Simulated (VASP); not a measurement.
# Ru5C in VASP: further runs

Runs on Ru5C. Level: PBE. Tasks: single point.

Program: VASP 6.6.1. These are calculated values, not measurements. Logs are shortened: lines on timing, memory, paths and dates and some standing lists are left out, and cuts for length are marked.

## (1) The cell of the first run

The cell holds a slab with vacuum, 6 atoms: a = 2.720 Å, b = 2.720 Å, c = 24.036 Å, α = 90.00°, β = 90.00°, γ = 120.00°.

## (2) Single point, PBE

INCAR

```
SYSTEM = Ru5C
PREC = Accurate ; ENCUT = 520
EDIFF = 1E-6 ; ISMEAR = 0
SIGMA = 0.1 ; LREAL = .FALSE.
LASPH = .TRUE. ; NELM = 80
ALGO = Fast ; ISIF = 2
LWAVE = .FALSE. ; LCHARG = .FALSE.
LDIPOL = .TRUE. ; IDIPOL = 3
DIPOL = 0.5 0.5 0.385 ; GGA = PE
NBANDS = 46
```

KPOINTS

```
Automatic mesh
0
G
  12 12 1
  0 0 0
```

POSCAR

```
Ru5C
1.0
    2.7197977465      0.0000000000      0.0000000000
   -1.3598988732      2.3554139416      0.0000000000
    0.0000000000      0.0000000000     24.0359895925
Ru C
5 1
Direct
    0.6666666667      0.3333333333      0.1664171132
    0.3333333333      0.6666666667      0.2557968275
    0.6666666667      0.3333333333      0.3452060919
    0.3333333333      0.6666666667      0.4352311869
    0.6666666667      0.3333333333      0.5215507997
    0.6666666667      0.6666666667      0.5849027750
```

Potentials or basis: VASP PAW PBE potentials, release 64 (Ru_pv, C).

The run is started by

```bash
$ cat potpaw_PBE.64/Ru_pv/POTCAR potpaw_PBE.64/C/POTCAR > POTCAR
$ mpirun -np 1 vasp_std > vasp.out
```

OUTCAR:

```text
SYSTEM = Ru5C
   PREC = Accurate
   ENCUT = 520
   EDIFF = 1E-6
   ISMEAR = 0
   LREAL = .FALSE.
   LASPH = .TRUE.
   NELM = 80
   ISIF = 2
   GGA = PE

 ion  position               nearest neighbor table
   1  0.667  0.333  0.166-   2 2.66   2 2.66   2 2.66
   2  0.333  0.667  0.256-   1 2.66   1 2.66   1 2.66   3 2.66   3 2.66   3 2.66
   3  0.667  0.333  0.345-   2 2.66   2 2.66   2 2.66   4 2.67   4 2.67   4 2.67
   4  0.333  0.667  0.435-   5 2.60   5 2.60   5 2.60   3 2.67   3 2.67   3 2.67
   5  0.667  0.333  0.522-   6 1.77   6 2.37   4 2.60   4 2.60   4 2.60
   6  0.667  0.667  0.585-   5 1.77   5 2.37

  LATTYP: Found a hexagonal cell.
 ALAT       =     2.7197977465
 C/A-ratio  =     8.8374180115

  Lattice vectors:

 A1 = (   2.7197977465,   0.0000000000,   0.0000000000)
 A2 = (  -1.3598988732,   2.3554139416,   0.0000000000)
 A3 = (   0.0000000000,   0.0000000000,  24.0359895925)

Analysis of symmetry for initial positions (statically):
=====================================================================
 Subroutine PRICEL returns:
 Original cell was already a primitive cell.

 Routine SETGRP: Setting up the symmetry group for a
 hexagonal supercell.

 Subroutine GETGRP returns: Found  1 space group operations
 (whereof  1 operations were pure point group operations)
 out of a pool of 24 trial point group operations.

The static configuration has the point symmetry C_1 .

Analysis of symmetry for dynamics (positions and initial velocities):
=====================================================================
 Subroutine PRICEL returns:
 Original cell was already a primitive cell.

 Routine SETGRP: Setting up the symmetry group for a
 hexagonal supercell.

 Subroutine GETGRP returns: Found  1 space group operations
 (whereof  1 operations were pure point group operations)
 out of a pool of 24 trial point group operations.

The dynamic configuration has the point symmetry C_1 .

 Subroutine INISYM returns: Found  1 space group operations
 (whereof  1 operations are pure point group operations),
 and found     1 'primitive' translations

----------------------------------------------------------------------------------------

                                     Primitive cell

  volume of cell :     153.9805

  direct lattice vectors                    reciprocal lattice vectors
[... 105 lines left out ...]
   PSTRESS=    0.0 pullay stress
   NELECT =      74.0000    total number of electrons
   NUPDOWN=      -1.0000    fix difference up-down
   EMIN   =  10.00;   EMAX   =-10.00  energy-range for DOS
   EFERMI =   0.00;   METHOD = LEGACY
   ISMEAR =     0;   SIGMA  =   0.10  broadening in eV -4-tet -1-fermi 0-gaus
   EFERMI_NEDOS =   21; number of points for ismear=-14 and -15
   IALGO  =     68    algorithm
   IMIX   =      4    mixing-type and parameters
     AMIX     =   0.40;   BMIX     =  1.00
     AMIX_MAG =   1.60;   BMIX_MAG =  1.00
  volume/ion in A,a.u.               =      25.66       173.19
  Fermi-wavevector in a.u.,A,eV,Ry     =   1.282321  2.423235 22.372704  1.644347
  Thomas-Fermi vector in A             =   2.414639
   LORBIT       =      0    0 simple, 1 ext, 2 COOP (PROOUT), +10 PAW based schemes
   GGA     = PE    functional components
   LHFCALC =     F    Hartree Fock is set to
   AEXX    =    0.0000 exact exchange contribution
   IVDW    =     0    specifies the selected vdW correction
   LEPSILON=     F    determine dielectric tensor
   LRPA    =     F    only Hartree local field effects (RPA)
 non-spin polarized calculation
 RMM-DIIS sequential band-by-band and
 Gauss-broadening in eV      SIGMA  =   0.10
  energy-cutoff  :      520.00
  volume of cell :      153.98
 maximum number of plane-waves:      4185
   NGX = 11   NGY = 11   NGZ = 89

 dipolmoment           0.000000      0.000000     -0.203626 electrons x Angstroem

 number of electron      74.0000016 magnetization

 dipolmoment           0.000000      0.000000      0.054059 electrons x Angstroem

 Free energy of the ion-electron system (eV)
  ---------------------------------------------------
  ext. energy  EPLUGINS =         0.00000000
  ---------------------------------------------------
  free energy    TOTEN  =       -50.34205387 eV

  energy without entropy =      -50.32133678  energy(sigma->0) =      -50.33169532

 E-fermi :   3.0194     XC(G=0):  -7.6196

 val. band max:        3.0125224286   @ k =   0.3333  -0.0000   0.0000
 cond. band min:       3.0285005840   @ k =   0.0000   0.5000   0.0000
 fundamental gap:      0.0159781554
 Fermi energy:         3.0193883903

 k-point     1 :       0.0000    0.0000    0.0000
  band No.  band energies     occupation
      1     -40.7467      2.00000
      2     -40.4733      2.00000
      3     -40.1124      2.00000
      4     -39.9444      2.00000
      5     -39.8052      2.00000
      6     -39.7779      2.00000
[... 1165 lines left out ...]
     45       4.6974      0.00000
     46       6.1812      0.00000

 [... further k-points ...]

------------------------ aborting loop because EDIFF is reached ----------------------------------------

 vacuum level on the upper side and lower side of the slab       (xc-potential included)         0.571        -0.915

  FORCE on cell =-STRESS in cart. coord.  units (eV):
  Direction    XX          YY          ZZ          XY          YZ          ZX
  --------------------------------------------------------------------------------------
  -------------------------------------------------------------------------------------
  Total        0.4379336      1.8533207      1.9140681      0.2085666      2.1525985     -0.5354580
  in kB        4.5567267     19.2839193     19.9160001      2.1701491     22.3979240     -5.5714743
  external PRESSURE =      14.5855487 kB  Pullay stress =       0.0000000 kB

 VOLUME and BASIS-vectors are now :
 -----------------------------------------------------------------------------
  energy-cutoff  :      520.00
  volume of cell :      153.98
      direct lattice vectors                 reciprocal lattice vectors
     2.719797746  0.000000000  0.000000000     0.367674398  0.212276913  0.000000000
    -1.359898873  2.355413942  0.000000000     0.000000000  0.424553826  0.000000000
     0.000000000  0.000000000 24.035989592     0.000000000  0.000000000  0.041604278

 POSITION                                       TOTAL-FORCE (eV/Angst)
 -----------------------------------------------------------------------------------
      1.35990      0.78514      4.00000         0.007265     -0.022262      0.683573
     -0.00000      1.57028      6.14833        -0.000231     -0.032369     -0.431945
      1.35990      0.78514      8.29737        -0.037337      0.010162     -0.171086
     -0.00000      1.57028     10.46121         0.050541     -0.410925     -1.977814
      1.35990      0.78514     12.53599         0.326723     -0.166435      1.746390
      0.90660      1.57028     14.05872        -0.346961      0.621830      0.150881
 -----------------------------------------------------------------------------------
    total drift:                               -0.000010      0.000059      0.000375

  FREE ENERGIE OF THE ION-ELECTRON SYSTEM (eV)
  ---------------------------------------------------
  free  energy   TOTEN  =       -50.3420538699 eV

  energy  without entropy=      -50.3213367756  energy(sigma->0) =      -50.33169532

 vacuum level on the upper side and lower side of the slab         9.471         7.943
```

Run time: 20 min. Hardware: 1 thread of Oxide Virtual Turin-like, shared host; peak memory 0.49 GiB.

What came out:

```yaml
Free_energy: -50.3421 eV
Largest_force: 2.021 eV/Å
Band_gap_on_the_k_mesh: zero (bands 37 and 38 overlap by 2.45 eV)
```

Forces on the atoms (eV/Å):
```
Ru   0.007 -0.022  0.684
Ru   0.000 -0.032 -0.432
Ru  -0.037  0.010 -0.171
Ru   0.051 -0.411 -1.978
Ru   0.327 -0.166  1.746
C   -0.347  0.622  0.151
```

Levels at points of the mesh, in eV from the Fermi level:
| k point | band 33 | band 34 | band 35 | band 36 | band 37 | band 38 | band 39 | band 40 |
| --- | --- | --- | --- | --- | --- | --- | --- | --- |
| (0.00, 0.00, 0.00) | -1.89 | -1.87 | -1.79 | -1.17 | -0.96 | -0.62 | -0.50 | 0.02 |
| (0.50, 0.00, 0.00) | -0.29 | 0.03 | 0.74 | 1.12 | 1.36 | 1.41 | 1.49 | 1.59 |
| (0.00, 0.50, 0.00) | -0.32 | 0.01 | 0.38 | 1.02 | 1.39 | 1.46 | 1.57 | 1.60 |
| (0.50, 0.50, 0.00) | -0.44 | 0.09 | 0.58 | 1.14 | 1.24 | 1.37 | 1.41 | 1.59 |

## (3) Single point, PBE

INCAR

```
SYSTEM = Ru5C
PREC = Accurate
ENCUT = 520
EDIFF = 1E-7
ISMEAR = 0
SIGMA = 0.1
LREAL = .FALSE.
LASPH = .TRUE.
NELM = 60
ALGO = Fast
ISIF = 2
LWAVE = .FALSE.
LCHARG = .FALSE.
LDIPOL = .TRUE.
IDIPOL = 3
DIPOL = 0.5 0.5 0.386
GGA = PE
NBANDS = 46
```

KPOINTS is that of step 2.

POSCAR: that of step 2 with these lines changed.

```diff
@@ -13,2 +13,2 @@
     0.6666666667      0.3333333333      0.5215507997
-    0.6666666667      0.6666666667      0.5849027750
+    0.6666666667      0.5000000000      0.5916979534
```

Potentials or basis: VASP PAW PBE potentials, release 64 (Ru_pv, C).

The run is started by

```bash
$ cat potpaw_PBE.64/Ru_pv/POTCAR potpaw_PBE.64/C/POTCAR > POTCAR
$ mpirun -np 1 vasp_std > vasp.out
```

Wall time 27 min (1 thread of Oxide Virtual Turin-like, shared host); peak memory 0.48 GiB.

It converged, with:

```yaml
Free_energy: -50.0681 eV
Largest_force: 2.068 eV/Å
Band_gap_on_the_k_mesh: zero (bands 37 and 38 overlap by 2.50 eV)
```

Forces on the atoms (eV/Å):
```
Ru   0.011 -0.018  0.673
Ru  -0.010 -0.023 -0.429
Ru  -0.020  0.015 -0.107
Ru   0.079 -0.134 -2.062
Ru   0.215 -0.455  1.732
C   -0.275  0.615  0.193
```

Levels at points of the mesh, in eV from the Fermi level:
| k point | band 32 | band 33 | band 34 | band 35 | band 36 | band 37 | band 38 | band 39 | band 40 | band 41 |
| --- | --- | --- | --- | --- | --- | --- | --- | --- | --- | --- |
| (0.00, 0.00, 0.00) | -2.20 | -1.87 | -1.86 | -1.61 | -1.18 | -1.01 | -0.58 | -0.53 | 0.09 | 0.29 |
| (0.50, 0.00, 0.00) | -1.01 | -0.25 | 0.10 | 0.49 | 1.23 | 1.40 | 1.49 | 1.54 | 1.63 | 1.77 |
| (0.00, 0.50, 0.00) | -1.08 | -0.18 | 0.07 | 0.28 | 1.17 | 1.40 | 1.56 | 1.61 | 1.65 | 1.79 |
| (0.50, 0.50, 0.00) | -1.04 | -0.34 | 0.13 | 0.57 | 1.25 | 1.39 | 1.40 | 1.48 | 1.63 | 1.76 |
